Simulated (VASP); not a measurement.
# Ge: single point with r2SCAN0

Ge:

```xyz
2
Lattice="0.0000 2.8844 2.8844 2.8844 0.0000 2.8844 2.8844 2.8844 0.0000" Properties=species:S:1:pos:R:3 pbc="T T T"
Ge    4.3266    4.3266    4.3266
Ge    2.8844    2.8844    2.8844
```

```json
{
  "Program": "VASP 6.6.1",
  "Task": "single point",
  "Functional": "r2SCAN0",
  "Potentials or basis": "VASP PAW PBE potentials, release 64 (Ge_d)",
  "Cutoff": "520 eV",
  "k mesh": "4 × 4 × 4",
  "Occupations": "fermi-dirac, width 0.05 eV",
  "Spin": "no spin polarisation",
  "Dipole correction": "no",
  "Grid for exact exchange (PRECFOCK)": "Normal",
  "Further INCAR settings": "ALGO = Normal; EDIFF = 1e-07; NBANDS = 21",
  "Share of exact exchange": "0.25"
}
```

| Item | Value |
| --- | --- |
| Pressure | -4.8 GPa |
| Band gap on the k mesh | 1.19 eV |

Levels at points of the mesh, in eV from the valence-band top:
| k point | band 11 | band 12 | band 13 | band 14 | band 15 | band 16 | band 17 | band 18 |
| --- | --- | --- | --- | --- | --- | --- | --- | --- |
| (0.00, 0.00, 0.00) | -13.98 | 0.00 | 0.00 | 0.00 | 1.19 | 4.00 | 4.00 | 4.00 |
| (0.50, 0.00, 0.00) | -11.74 | -8.25 | -1.50 | -1.50 | 1.47 | 5.30 | 5.30 | 8.90 |
| (0.50, 0.50, 0.00) | -9.75 | -9.75 | -3.27 | -3.27 | 2.18 | 2.18 | 11.38 | 11.38 |

Wall time 32 min on 1 thread of AMD EPYC 7R43 64-Core Processor (Zen 3) (shared host), peak memory 0.14 GiB.

Caveat: the k points lie up to 0.47 Å⁻¹ apart; the PAW data sets were made with another functional, which shifts forces and pressure a little. A k mesh can miss the band edges.
